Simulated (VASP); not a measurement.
The system is FeGe.

```
CELL_PARAMETERS angstrom
4.71565 0.00000 0.00000
0.00000 4.71565 0.00000
0.00000 0.00000 4.71565
ATOMIC_POSITIONS crystal
Ge 0.84200 0.84200 0.84200
Ge 0.65800 0.15800 0.34200
Ge 0.34200 0.65800 0.15800
Ge 0.15800 0.34200 0.65800
Fe 0.13500 0.13500 0.13500
Fe 0.36500 0.86500 0.63500
Fe 0.63500 0.36500 0.86500
Fe 0.86500 0.63500 0.36500
```

```yaml
Program: VASP 6.6.1
Task: relaxation of cell and atoms
Functional: PBE
Potentials_or_basis: VASP PAW PBE potentials, release 64 (Ge_d, Fe)
Cutoff: 600 eV
k_mesh: 4 × 4 × 4
Occupations: fermi-dirac, width 0.1 eV
Spin: no spin polarisation
```

At the start: pressure -7.9 GPa; volume 13.11 Å³/atom.

Where does the relaxation end?

Over 9 steps the energy falls by 17.4 meV/atom and the volume is 12.53 Å³/atom (-4.4 %); space group P2_13 (No. 198, to 0.05 Å).

The path:
| step | energy change (eV) | largest force (eV/Å) | pressure (GPa) | volume (Å³) |
| --- | --- | --- | --- | --- |
| 1 | 0.0000 | 0.3197 | -7.87 | 104.86 |
| 2 | 0.0082 | 0.2313 | 10.33 | 95.39 |
| 3 | -0.1323 | 0.2092 | 0.20 | 100.00 |
| 4 | -0.1378 | 0.0863 | 0.07 | 100.09 |
| 5 | -0.1390 | 0.0371 | 0.05 | 100.15 |
| 6 | -0.1390 | 0.0362 | 0.10 | 100.15 |
| 7 | -0.1392 | 0.0252 | -0.12 | 100.26 |
| 8 | -0.1392 | 0.0207 | -0.16 | 100.31 |
| 9 | -0.1394 | 0.0033 | -0.06 | 100.23 |

Final structure:
```
Ge Fe
1.0
     4.64520    0.00000    0.00000
     0.00000    4.64520    0.00000
     0.00000    0.00000    4.64520
Ge Fe
4 4
Cartesian
  3.8975 3.8975 3.8975
  3.0703 0.7477 1.5749
  1.5749 3.0703 0.7477
  0.7477 1.5749 3.0703
  0.6216 0.6216 0.6216
  1.7011 4.0237 2.9442
  2.9442 1.7011 4.0237
  4.0237 2.9442 1.7011
```
